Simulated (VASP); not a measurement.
# Ti (I4/mmm) in VASP: further runs, part 2 of 2

VASP 6.6.1.

### Step 3. Single point, r2SCAN (strain +0.0250 x Voigt [1, 0, 0, 0, 0, 0])

POSCAR

```
Ti
1.0
   -1.6665422411      1.6258948694      1.6258948694
    1.6665422411     -1.6258948694      1.6258948694
    1.6665422411      1.6258948694     -1.6258948694
Ti
1
Direct
    0.0000000000      0.0000000000      0.0000000000
```

INCAR.step1

```
  ALGO = Normal
  EDIFF = 1E-4
  ENCUT = 520
  GGA = PE
  ISMEAR = 0
  LASPH = T
  LCHARG = F
  LREAL = F
  LWAVE = T
  NBANDS = 12
  NELM = 60
  PREC = Accurate
  SIGMA = 0.15
```

INCAR.step2

```
  ALGO = Normal
  EDIFF = 1E-6
  ENCUT = 520
  ISIF = 2
  ISMEAR = 0
  ISTART = 1
  LASPH = T
  LCHARG = T
  LELF = T
  LMIXTAU = T
  LREAL = F
  LVHAR = T
  LWAVE = F
  METAGGA = R2SCAN
  NBANDS = 12
  NELM = 60
  PREC = Accurate
  SIGMA = 0.15
```

KPOINTS

```
k-points
0
Gamma
  26 26 26
```

Potentials or basis: VASP PAW PBE potentials, release 64 (Ti_sv).

Started as:

```sh
$ cat potpaw_PBE.64/Ti_sv/POTCAR > POTCAR
$ cp INCAR.step1 INCAR
$ mpirun -np 1 vasp_std > vasp.out
$ cp INCAR.step2 INCAR
$ mpirun -np 1 vasp_std > vasp.out
```

OUTCAR:

```text
EDIFF = 1E-6
   ENCUT = 520
   ISIF = 2
   ISMEAR = 0
   ISTART = 1
   LASPH = T
   LREAL = F
   METAGGA = R2SCAN
   NELM = 60
   PREC = Accurate

 ion  position               nearest neighbor table
   1  0.000  0.000  0.000-

  LATTYP: Found a body centered tetragonal cell.
 ALAT       =     3.2517897388
 C/A-ratio  =     1.0250000000

  Lattice vectors:

 A1 = (  -1.6665422411,   1.6258948694,  -1.6258948694)
 A2 = (  -1.6665422411,  -1.6258948694,   1.6258948694)
 A3 = (   1.6665422411,   1.6258948694,   1.6258948694)

Analysis of symmetry for initial positions (statically):
=====================================================================
 Subroutine PRICEL returns:
 Original cell was already a primitive cell.

 Routine SETGRP: Setting up the symmetry group for a
 body centered tetragonal supercell.

 Subroutine GETGRP returns: Found 16 space group operations
 (whereof 16 operations were pure point group operations)
 out of a pool of 16 trial point group operations.

The static configuration has the point symmetry D_4h.

Analysis of symmetry for dynamics (positions and initial velocities):
=====================================================================
 Subroutine PRICEL returns:
 Original cell was already a primitive cell.

 Routine SETGRP: Setting up the symmetry group for a
 body centered tetragonal supercell.

 Subroutine GETGRP returns: Found 16 space group operations
 (whereof 16 operations were pure point group operations)
 out of a pool of 16 trial point group operations.

The dynamic configuration has the point symmetry D_4h.

 Subroutine INISYM returns: Found 16 space group operations
 (whereof 16 operations are pure point group operations),
 and found     1 'primitive' translations

----------------------------------------------------------------------------------------

                                     Primitive cell

  volume of cell :      17.6222

[... 114 lines left out ...]
   IVDW    =     0    specifies the selected vdW correction
   LEPSILON=     F    determine dielectric tensor
   LRPA    =     F    only Hartree local field effects (RPA)
 non-spin polarized calculation
 Gauss-broadening in eV      SIGMA  =   0.15
  energy-cutoff  :      520.00
  volume of cell :       17.62
 maximum number of plane-waves:       488
 NGX is ok and might be reduce to    24
   NGX = 11   NGY = 11   NGZ = 11

 number of electron      12.0000000 magnetization

 Free energy of the ion-electron system (eV)
  ---------------------------------------------------
  ext. energy  EPLUGINS =         0.00000000
  ---------------------------------------------------
  free energy    TOTEN  =       -12.82480287 eV

  energy without entropy =      -12.79905734  energy(sigma->0) =      -12.81193010

 E-fermi :   7.9714     XC(G=0): -12.3259

 val. band max:        7.9710544747   @ k =  -0.4615   0.5000   0.0769
 cond. band min:       7.9718965757   @ k =  -0.4231  -0.2692   0.1154
 fundamental gap:      0.0008421009
 Fermi energy:         7.9714312694

 k-point     1 :       0.0000    0.0000    0.0000
  band No.  band energies     occupation
      1     -50.9753      2.00000
      2     -25.7952      2.00000
      3     -25.7952      2.00000
      4     -25.7931      2.00000
      5       1.6588      2.00000
      6       9.0354      0.00000
      7       9.0355      0.00000
      8       9.2257      0.00000
      9      10.7298      0.00000
     10      10.9486      0.00000
     11      25.6495      0.00000
     12      26.1140      0.00000
[... 331 lines left out ...]
 k-point    24 :       0.3462    0.0385    0.0000
  band No.  band energies     occupation
      1     -50.8658      2.00000
      2     -26.3475      2.00000
      3     -25.9734      2.00000
      4     -25.8106      2.00000
      5       5.0189      2.00000
      6       7.7297      1.97736
      7       8.3358      0.00059
      8      10.8742      0.00000
      9      11.1392      0.00000
     10      11.7006      0.00000
     11      19.0807      0.00000
     12      22.3912      0.00000

 [... further k-points ...]

------------------------ aborting loop because EDIFF is reached ----------------------------------------

  FORCE on cell =-STRESS in cart. coord.  units (eV):
  Direction    XX          YY          ZZ          XY          YZ          ZX
  --------------------------------------------------------------------------------------
  -------------------------------------------------------------------------------------
  Total       -0.1763881     -0.2775145     -0.2775145      0.0000000      0.0000000      0.0000000
  in kB      -16.0368357    -25.2310313    -25.2310313      0.0000000      0.0000000      0.0000000
  external PRESSURE =     -22.1662994 kB  Pullay stress =       0.0000000 kB

 VOLUME and BASIS-vectors are now :
 -----------------------------------------------------------------------------
  energy-cutoff  :      520.00
  volume of cell :       17.62
      direct lattice vectors                 reciprocal lattice vectors
    -1.666542241  1.625894869  1.625894869     0.000000000  0.307522958  0.307522958
     1.666542241 -1.625894869  1.625894869     0.300022398  0.000000000  0.307522958
     1.666542241  1.625894869 -1.625894869     0.300022398  0.307522958  0.000000000

 POSITION                                       TOTAL-FORCE (eV/Angst)
 -----------------------------------------------------------------------------------
      0.00000      0.00000      0.00000         0.000000      0.000000     -0.000000
 -----------------------------------------------------------------------------------
    total drift:                                0.000000      0.000000      0.000000

  FREE ENERGIE OF THE ION-ELECTRON SYSTEM (eV)
  ---------------------------------------------------
  free  energy   TOTEN  =       -12.8248028697 eV

  energy  without entropy=      -12.7990573401  energy(sigma->0) =      -12.81193010
```

OUTCAR.step1:

```text
EDIFF = 1E-4
   ENCUT = 520
   GGA = PE
   ISMEAR = 0
   LASPH = T
[... 577 lines left out ...]

 POSITION                                       TOTAL-FORCE (eV/Angst)
 -----------------------------------------------------------------------------------
      0.00000      0.00000      0.00000        -0.000000      0.000000     -0.000000
 -----------------------------------------------------------------------------------
    total drift:                                0.000000      0.000000      0.000000

  FREE ENERGIE OF THE ION-ELECTRON SYSTEM (eV)
  ---------------------------------------------------
  free  energy   TOTEN  =        -7.7353421390 eV

  energy  without entropy=       -7.7085495348  energy(sigma->0) =       -7.72194584
```

OSZICAR.step1:

```text
N       E                     dE             d eps       ncg     rms          rms(c)
DAV:   1     0.868840702309E+02    0.86884E+02   -0.65549E+03 32004   0.120E+03
DAV:   2    -0.445734320155E+01   -0.91341E+02   -0.88948E+02 32684   0.296E+02
DAV:   3    -0.871231046182E+01   -0.42550E+01   -0.42042E+01 44128   0.651E+01
DAV:   4    -0.880167996918E+01   -0.89370E-01   -0.89246E-01 36000   0.832E+00
DAV:   5    -0.880377321226E+01   -0.20932E-02   -0.20932E-02 37604   0.114E+00    0.817E+00
DAV:   6    -0.772799762851E+01    0.10758E+01   -0.26136E+00 34552   0.226E+01    0.203E+00
DAV:   7    -0.772594209465E+01    0.20555E-02   -0.68289E-02 37912   0.271E+00    0.124E+00
DAV:   8    -0.773485430697E+01   -0.89122E-02   -0.34147E-02 33336   0.212E+00    0.963E-02
DAV:   9    -0.773529909840E+01   -0.44479E-03   -0.23288E-03 38216   0.452E-01    0.737E-02
DAV:  10    -0.773534213904E+01   -0.43041E-04   -0.22829E-04 33260   0.163E-01
   1 F= -.77353421E+01 E0= -.77219458E+01  d E =-.267926E-01
```

Run time: 5 min. Hardware: 1 thread of Intel Xeon 6975P-C (Granite Rapids), shared host; peak memory 0.37 GiB.

Results:

```
Free energy            : -12.8248 eV
Pressure               : -2.2 GPa
Band gap on the k mesh : zero (bands 6 and 7 overlap by 1.76 eV)
```

Stress tensor (GPa, compression positive):
```
-1.60  0.00  0.00
 0.00 -2.52  0.00
 0.00  0.00 -2.52
```

Levels at points of the mesh, in eV from the Fermi level:
| k point | band 2 | band 3 | band 4 | band 5 | band 6 | band 7 | band 8 | band 9 | band 10 | band 11 |
| --- | --- | --- | --- | --- | --- | --- | --- | --- | --- | --- |
| (0.00, 0.00, 0.00) | -33.77 | -33.77 | -33.76 | -6.31 | 1.06 | 1.06 | 1.25 | 2.76 | 2.98 | 17.68 |
| (0.50, 0.00, 0.00) | -34.43 | -33.98 | -33.78 | -2.54 | -0.47 | 1.03 | 3.02 | 3.27 | 4.41 | 9.13 |
| (0.00, 0.50, 0.00) | -34.43 | -33.97 | -33.77 | -2.55 | -0.24 | 0.86 | 2.78 | 3.22 | 4.39 | 8.94 |
| (0.50, 0.50, 0.50) | -34.24 | -34.21 | -34.21 | -2.25 | -2.19 | 4.03 | 4.06 | 4.06 | 8.14 | 8.88 |

Caveat: the cell differs from its parent crystal (strain +0.0250 x Voigt [1, 0, 0, 0, 0, 0]); the PAW data sets were made with another functional, which shifts forces and pressure a little.
